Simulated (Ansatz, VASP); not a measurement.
# Mo: VASP beside Ansatz

The input INCAR:

```
SYSTEM = Mo
PREC = Accurate ; ENCUT = 520
EDIFF = 1E-6 ; ISMEAR = -1
SIGMA = 0.2 ; LREAL = .False.
LASPH = .True. ; NELM = 60
ALGO = Normal ; ISIF = 2
LWAVE = .False. ; LCHARG = .False.
GGA = PE ; NBANDS = 13
```

The input KPOINTS:

```
Automatic mesh
0
Gamma
  14 14 14
  0 0 0
```

The input POSCAR:

```
Mo
1.0
   -1.5813793950      1.5813793950      1.5813793950
    1.5813793950     -1.5813793950      1.5813793950
    1.5813793950      1.5813793950     -1.5813793950
Mo
1
Direct
    0.0000000000      0.0000000000      0.0000000000
```

Input for Ansatz:

```yaml
crystal:
  lattice:
    - [-1.581379395, 1.581379395, 1.581379395]
    - [1.581379395, -1.581379395, 1.581379395]
    - [1.581379395, 1.581379395, -1.581379395]
  atoms:
    - { symbol: Mo, position: [0.0, 0.0, 0.0] }
hamiltonian:
  xc: pbe
  pseudopotentials:
    kind: paw
    azcp:
      Mo: "pseudopotentials/Mo.paw.azcp"
basis:
  ecutwfc: 420
  fft_grid_basis: typed
kpoints:
  mp_grid: { grid: [14, 14, 14], shift: [0, 0, 0] }
magnetization:
  spin_polarized: false
scf:
  occupations: { method: fermi_dirac, width: 0.2 }
  lower_state_search: "off"
output:
  stress: true
  write_density: true
  write_potential: true
  elf: true
  volumetric_format: npy
```

Alike in both runs: task single point; functional PBE; k mesh 14 × 14 × 14; occupations fermi-dirac, width 0.2 eV; no spin polarisation.

|  | VASP | Ansatz |
| --- | --- | --- |
| version | VASP 6.6.1 | Ansatz 0.2.0 |
| potentials or method | VASP PAW PBE potentials, release 64 (Mo_sv), cutoff 520 eV | plane waves (420 eV) with PAW, scalar-relativistic |
| valence electrons in the cell | 14 | 14 |

```tsv
	VASP	Ansatz	Ansatz less VASP
pressure (GPa)	0.5	0.0	-0.51
```

With one functional, cell and mesh, what is left measures potentials, basis and numerics.
